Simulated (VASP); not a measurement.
In, 1 atom in the cell. The structure is monoclinic, space group C2/m (No. 12). The conventional cell has a = 4.492 Å, b = 4.639 Å, c = 3.339 Å, α = 90.00°, β = 130.88°, γ = 90.00°. In (site symmetry 2/m) has 12 In at 3.23 to 3.43 Å within 4.2 Å. 

```yaml
Program: VASP 6.6.1
Task: single point
Functional: r2SCAN
Potentials_or_basis: VASP PAW PBE potentials, release 64 (In_d)
Cutoff: 520 eV
k_mesh: 12 × 12 × 14
Occupations: fermi-dirac, width 0.1 eV
Spin: no spin polarisation
Dipole_correction: no
Further_INCAR_settings: ALGO = Normal; EDIFF = 1e-07; NBANDS = 12; ISYM = 0
```

Potentials or basis: VASP PAW PBE potentials, release 64 (In_d).

Command:

```console
$ cat potpaw_PBE.64/In_d/POTCAR > POTCAR
$ cp INCAR.step1 INCAR
$ mpirun -np 1 vasp_std > vasp.out
$ cp INCAR.step2 INCAR
$ mpirun -np 1 vasp_std > vasp.out
```

Hardware: 1 thread of Intel(R) Xeon(R) 6975P-C (Granite Rapids) (shared host).

Task: Estimate the wall time of this run.

Result: It took 9.5 min on 1 thread of Intel(R) Xeon(R) 6975P-C (Granite Rapids) (shared host), peak memory 0.42 GiB. Counts: k points 1012.
